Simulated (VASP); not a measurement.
# TePbS4 (P-6m2) in VASP: single point with PBE

Aim: the single point of TePbS4 with PBE.

All numbers are computed with VASP 6.6.1; they aren't measurements. Logs are shortened: lines on timing, memory, paths and dates and some standing lists are left out, and cuts for length are marked.

## Step 1: The cell of the first run

Symmetry: P-6m2, No. 187, hexagonal system. The conventional cell has a = 5.223 Å, b = 5.223 Å, c = 9.585 Å, α = 90.00°, β = 90.00°, γ = 120.00°. Within 4.0 Å of Te (site symmetry -6m2) lie 3 Pb at 3.02 Å and 2 S at 3.84 Å. Within 4.0 Å of Pb (site symmetry -6m2) lie 3 Te at 3.02 Å. S (site symmetry 3m) has 1 S at 1.90 Å within 2.5 Å. Within 2.5 Å of S (site symmetry 3m) lie 1 S at 1.90 Å.

## Step 2: Single point, PBE

The input, INCAR:

```
SYSTEM = TePbS4
PREC     = Accurate       ! precision mode
ENCUT    = 500            ! plane-wave cutoff, eV
EDIFF    = 1E-6           ! SCF threshold, eV
ISMEAR   = 0              ! smearing method
SIGMA    = 0.15           ! smearing width, eV
LREAL    = .False.        ! projectors in reciprocal space
LASPH    = .True.         ! aspherical terms in the spheres
NELM     = 120            ! most SCF steps
ALGO     = Normal         ! electronic algorithm
ISIF     = 2              ! what is computed and relaxed
LWAVE    = .False.        ! write WAVECAR
LCHARG   = .False.        ! write CHGCAR
GGA      = PE             ! functional
NBANDS   = 31             ! bands
GGA_COMPAT= .False.
```

The input, KPOINTS:

```
regular mesh
0
Gamma
  3 3 2
  0 0 0
```

The input, POSCAR:

```
TePbS4
1.0
    5.2229211926     -0.0000000033      0.0000000000
   -2.6114605935      4.5231824364      0.0000000000
    0.0000000000      0.0000000000      9.5853817119
Te Pb S
1 1 4
Direct
    0.3333333333      0.6666666667      0.5000000000
    0.0000000000      0.0000000000      0.5000000000
    0.6666666667      0.3333333333      0.0993135924
    0.6666666667      0.3333333333      0.9006864076
    0.3333333333      0.6666666667      0.0992295177
    0.3333333333      0.6666666667      0.9007704823
```

Potentials or basis: VASP PAW PBE potentials, release 64 (Te, Pb_d, S).

Run with:

```console
$ cat potpaw_PBE.64/Te/POTCAR potpaw_PBE.64/Pb_d/POTCAR potpaw_PBE.64/S/POTCAR > POTCAR
$ mpirun -np 1 vasp_std > vasp.out
```

OUTCAR:

```text
SYSTEM = TePbS4
   PREC = Accurate
   ENCUT = 500
   EDIFF = 1E-6
   ISMEAR = 0
   LREAL = .False.
   LASPH = .True.
   NELM = 120
   ISIF = 2
   GGA = PE

 ion  position               nearest neighbor table
   1  0.333  0.667  0.500-   2 3.02   2 3.02   2 3.02
   2  0.000  0.000  0.500-   1 3.02   1 3.02   1 3.02
   3  0.667  0.333  0.099-   4 1.90
   4  0.667  0.333  0.901-   3 1.90
   5  0.333  0.667  0.099-   6 1.90
   6  0.333  0.667  0.901-   5 1.90

  LATTYP: Found a hexagonal cell.
 ALAT       =     5.2229211926
 C/A-ratio  =     1.8352529855

  Lattice vectors:

 A1 = (   5.2229211926,  -0.0000000033,   0.0000000000)
 A2 = (  -2.6114605935,   4.5231824364,   0.0000000000)
 A3 = (   0.0000000000,   0.0000000000,   9.5853817119)

Analysis of symmetry for initial positions (statically):
=====================================================================
 Subroutine PRICEL returns:
 Original cell was already a primitive cell.

 Routine SETGRP: Setting up the symmetry group for a
 hexagonal supercell.

 Subroutine GETGRP returns: Found 12 space group operations
 (whereof 12 operations were pure point group operations)
 out of a pool of 24 trial point group operations.

The static configuration has the point symmetry D_3h.

Analysis of symmetry for dynamics (positions and initial velocities):
=====================================================================
 Subroutine PRICEL returns:
 Original cell was already a primitive cell.

 Routine SETGRP: Setting up the symmetry group for a
 hexagonal supercell.

 Subroutine GETGRP returns: Found 12 space group operations
 (whereof 12 operations were pure point group operations)
 out of a pool of 24 trial point group operations.

The dynamic configuration has the point symmetry D_3h.

 Subroutine INISYM returns: Found 12 space group operations
 (whereof 12 operations are pure point group operations),
 and found     1 'primitive' translations

----------------------------------------------------------------------------------------

                                     Primitive cell

  volume of cell :     226.4472

[... 75 lines left out ...]
   ENCUT  =  500.0 eV  36.75 Ry    6.06 a.u.   9.52  9.52 17.48*2*pi/ulx,y,z
   NELM   =    120;   NELMIN=  2; NELMDL= -5     # of ELM steps
   EDIFF  = 0.1E-05   stopping-criterion for ELM
   LREAL  =      F    real-space projection
   EDIFFG = 0.1E-04   stopping-criterion for IOM
   NSW    =      0    number of steps for IOM
   IBRION =     -1    ionic relax: 0-MD 1-quasi-New 2-CG
   NFREE  =      0    steps in history (QN), initial steepest desc. (CG)
   ISIF   =      2    stress and relaxation
   ISYM   =      2    0-nonsym 1-usesym 2-fastsym
   POTIM  = 0.5000    time-step for ionic-motion
   TEBEG  =    0.0;   TEEND  =   0.0 temperature during run
   PSTRESS=    0.0 pullay stress
   NELECT =      44.0000    total number of electrons
   NUPDOWN=      -1.0000    fix difference up-down
   EMIN   =  10.00;   EMAX   =-10.00  energy-range for DOS
   EFERMI =   0.00;   METHOD = LEGACY
   ISMEAR =     0;   SIGMA  =   0.15  broadening in eV -4-tet -1-fermi 0-gaus
   EFERMI_NEDOS =   21; number of points for ismear=-14 and -15
   IALGO  =     38    algorithm
   IMIX   =      4    mixing-type and parameters
     AMIX     =   0.40;   BMIX     =  1.00
     AMIX_MAG =   1.60;   BMIX_MAG =  1.00
  volume/ion in A,a.u.               =      37.74       254.69
  Fermi-wavevector in a.u.,A,eV,Ry     =   0.948208  1.791852 12.232964  0.899097
  Thomas-Fermi vector in A             =   2.076374
   LORBIT       =      0    0 simple, 1 ext, 2 COOP (PROOUT), +10 PAW based schemes
   GGA     = PE    functional components
   LHFCALC =     F    Hartree Fock is set to
   AEXX    =    0.0000 exact exchange contribution
   IVDW    =     0    specifies the selected vdW correction
   LEPSILON=     F    determine dielectric tensor
   LRPA    =     F    only Hartree local field effects (RPA)
 non-spin polarized calculation
 Gauss-broadening in eV      SIGMA  =   0.15
  energy-cutoff  :      500.00
  volume of cell :      226.45
 maximum number of plane-waves:      5794
 NGX is ok and might be reduce to    40
   NGX = 19   NGY = 19   NGZ = 35

 number of electron      44.0000001 magnetization

 Free energy of the ion-electron system (eV)
  ---------------------------------------------------
  ext. energy  EPLUGINS =         0.00000000
  ---------------------------------------------------
  free energy    TOTEN  =       -22.49843699 eV

  energy without entropy =      -22.44647259  energy(sigma->0) =      -22.47245479

 E-fermi :   1.9419     XC(G=0):  -7.3026

 val. band max:        1.9129266377   @ k =   0.3333   0.3333   0.5000
 cond. band min:       2.1859904233   @ k =   0.3333   0.3333   0.5000
 fundamental gap:      0.2730637857
 Fermi energy:         1.9419120355

 k-point     1 :       0.0000    0.0000    0.0000
  band No.  band energies     occupation
      1     -15.7107      2.00000
      2     -15.6325      2.00000
      3     -15.6325      2.00000
      4     -15.5424      2.00000
      5     -15.5424      2.00000
      6     -14.3125      2.00000
[... 193 lines left out ...]
     30       7.0045      0.00000
     31       7.3289      0.00000

------------------------ aborting loop because EDIFF is reached ----------------------------------------

  FORCE on cell =-STRESS in cart. coord.  units (eV):
  Direction    XX          YY          ZZ          XY          YZ          ZX
  --------------------------------------------------------------------------------------
  -------------------------------------------------------------------------------------
  Total        0.0992379      0.0992379     -0.9318865     -0.0000000     -0.0000000     -0.0000000
  in kB        0.7021360      0.7021360     -6.5933575     -0.0000000     -0.0000000     -0.0000000
  external PRESSURE =      -1.7296952 kB  Pullay stress =       0.0000000 kB

 VOLUME and BASIS-vectors are now :
 -----------------------------------------------------------------------------
  energy-cutoff  :      500.00
  volume of cell :      226.45
      direct lattice vectors                 reciprocal lattice vectors
     5.222921193 -0.000000003  0.000000000     0.191463735  0.110541639  0.000000000
    -2.611460593  4.523182436  0.000000000     0.000000000  0.221083278  0.000000000
     0.000000000  0.000000000  9.585381712     0.000000000  0.000000000  0.104325527

 POSITION                                       TOTAL-FORCE (eV/Angst)
 -----------------------------------------------------------------------------------
      0.00000      3.01545      4.79269        -0.000000      0.000000      0.000000
      0.00000      0.00000      4.79269        -0.000000      0.000000      0.000000
      2.61146      1.50773      0.95196        -0.000000      0.000000     -0.245637
      2.61146      1.50773      8.63342        -0.000000      0.000000      0.245637
      0.00000      3.01545      0.95115         0.000000     -0.000000     -0.222468
      0.00000      3.01545      8.63423         0.000000     -0.000000      0.222468
 -----------------------------------------------------------------------------------
    total drift:                                0.000000     -0.000000      0.000000

  FREE ENERGIE OF THE ION-ELECTRON SYSTEM (eV)
  ---------------------------------------------------
  free  energy   TOTEN  =       -22.4984369903 eV

  energy  without entropy=      -22.4464725946  energy(sigma->0) =      -22.47245479
```

Run time: 37 s. Hardware: 1 thread of Intel Xeon Platinum 8488C (Sapphire Rapids), shared host; peak memory 0.33 GiB.

What came out:

```yaml
Free_energy: -22.4984 eV
Pressure: -0.2 GPa
Largest_force: 0.246 eV/Å
Band_gap_on_the_k_mesh: zero (band 22 reaches 1.90 eV, above the bottom of band 23 at 1.90 eV)
```

Forces in eV/Å, atoms in the order of the input:
```
Te   0.000  0.000  0.000
Pb   0.000  0.000  0.000
S    0.000  0.000 -0.246
S    0.000  0.000  0.246
S    0.000  0.000 -0.222
S    0.000  0.000  0.222
```

Caveat: the k points lie up to 0.46 Å⁻¹ apart; spin-orbit coupling is left out, which moves the levels of the heavy elements; this functional lacks dispersion, which binds the layers, so the pressure and a relaxed spacing across them are unreliable.
